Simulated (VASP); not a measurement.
Set up this calculation in VASP 6.6.1, as the native input.

```
Task                   : single point
Functional             : PBEsol
Potentials or basis    : VASP PAW PBE potentials, release 64 (Ni)
Cutoff                 : 520 eV
k mesh                 : 16 × 16 × 8
Occupations            : fermi-dirac, width 0.1 eV
Spin                   : collinear spin, antiferromagnetic start
Starting moments       : [1.0, -1.0] μB
Dipole correction      : no
Further INCAR settings : ALGO = Normal; EDIFF = 1e-06; NBANDS = 21
```

The structure of Ni lies in POSCAR:

```
Ni
1.0
    2.5077512162      0.0000000000      0.0000000000
   -1.2538756081      2.1717788114      0.0000000000
    0.0000000000      0.0000000000      4.1721857790
Ni
2
Direct
    0.3333333333      0.6666666667      0.2500000000
    0.6666666667      0.3333333333      0.7500000000
```

These files were run (other wordings do the same):

INCAR

```
SYSTEM = Ni
PREC = Accurate
ENCUT = 520
EDIFF = 1E-6
ISMEAR = -1
SIGMA = 0.1
LREAL = .FALSE.
LASPH = .TRUE.
NELM = 150
ALGO = Normal
ISIF = 2
LWAVE = .FALSE.
LCHARG = .TRUE.
ISPIN = 2
MAGMOM = 1 -1
LORBIT = 11
LMAXMIX = 4
GGA = PS
LELF = .TRUE.
LVHAR = .TRUE.
NBANDS = 21
```

KPOINTS

```
Automatic mesh
0
G
  16 16 8
  0 0 0
```

Potentials or basis: VASP PAW PBE potentials, release 64 (Ni).

The run is started by

```bash
$ cat potpaw_PBE.64/Ni/POTCAR > POTCAR
$ mpirun -np 1 vasp_std > vasp.out
```

Results of the run:

| Property | Result |
| --- | --- |
| Pressure | -16.3 GPa |
| Band gap on the k mesh | zero (filled and empty bands overlap) |
| Net moment | 0.00 μB per cell |
| Valence electrons inside the program's atomic spheres | Ni 9.24 |

Caveat: the PAW data sets were made with another functional, which shifts forces and pressure a little.

Run time: 3.6 min on 1 thread of AMD EPYC 7R43 64-Core Processor (Zen 3), with other jobs on the host, peak memory 0.18 GiB.
